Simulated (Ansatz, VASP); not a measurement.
# One calculation of TiSi, two programs

```
Ti Si
1.0
     1.81618   -2.11762    0.00000
     1.81618    2.11762    0.00000
     0.00000    0.00000    3.86099
Ti Si
1 1
Direct
  0.50000 0.50000 0.00000
  0.00000 0.00000 0.50000
```

Change from the starting cell: strain +0.000 along x and y, +0.015 along z, atoms carried along.

Alike in both runs: task single point; functional r2SCAN; k mesh 18 × 18 × 12; occupations gaussian, width 0.15 eV; no spin polarisation.

|  | VASP | Ansatz |
| --- | --- | --- |
| version | VASP 6.6.1 | Ansatz 0.2.0 |
| potentials or method | VASP PAW PBE potentials, release 64 (Ti_sv, Si), cutoff 520 eV | scalar-relativistic, plane waves, PAW |
| valence electrons in the cell | 16 | 16 |

VASP gave:

| Quantity | Value |
| --- | --- |
| gap on the k mesh at the Fermi level (eV) | none |
| pressure (GPa) | -3.7 |
| traceless stress, the component that is largest in VASP (GPa) | -1.08 |

Problem. What did Ansatz give for the same quantities?

Solution. gap on the k mesh at the Fermi level (eV): none; pressure (GPa): -4.1; traceless stress, the component that is largest in VASP (GPa): -1.04.

VASP's potentials were made for PBE, not for r2SCAN. A gap of «none» marks a metal or a gap that the smearing closes.
